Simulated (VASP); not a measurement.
Crystal: AlN.

```
Al N
1.0
     3.13023    0.00000    0.00000
    -1.56511    2.71086    0.00000
     0.00000    0.00000    5.01811
Al N
2 2
Direct
  0.33333 0.66667 0.00023
  0.66667 0.33333 0.50023
  0.33333 0.66667 0.38177
  0.66667 0.33333 0.88177
```

* Program: VASP 6.6.1
* Task: relaxation of cell and atoms
* Functional: r2SCAN
* Potentials or basis: VASP PAW PBE potentials, release 64 (Al, N)
* Cutoff: 600 eV
* k mesh: 9 × 9 × 6
* Occupations: gaussian, width 0.02 eV
* Spin: no spin polarisation

At the start: pressure -5.0 GPa; volume 10.65 Å³/atom.

How do energy, volume and symmetry change on relaxing?

Over 7 steps the energy falls by 4.0 meV/atom and the volume is 10.39 Å³/atom (-2.4 %); space group P6_3mc (No. 186, to 0.05 Å).

The path:
```
step  energy change (eV)  largest force (eV/Å)  pressure (GPa)  volume (Å³)
   1              0.0000                0.0073           -4.96        42.58
   2             -0.0002                0.0113            5.26        40.58
   3             -0.0161                0.0021           -0.08        41.57
   4             -0.0161                0.0023            0.03        41.55
   5             -0.0161                0.0076            0.03        41.54
   6             -0.0161                0.0077            0.03        41.54
   7             -0.0162                0.0002           -0.02        41.55
```

Final structure:
```yaml
crystal:
  lattice:
    - [3.10531, 0.00000, 0.00000]
    - [-1.55265, 2.68927, 0.00000]
    - [0.00000, 0.00000, 4.97590]
  atoms:
    - { symbol: Al, position: [0.33333, 0.66667, 0.00017] }
    - { symbol: Al, position: [0.66667, 0.33333, 0.50017] }
    - { symbol: N, position: [0.33333, 0.66667, 0.38183] }
    - { symbol: N, position: [0.66667, 0.33333, 0.88183] }
```

Caveat: the PAW data sets were made with another functional, which shifts forces and pressure a little.
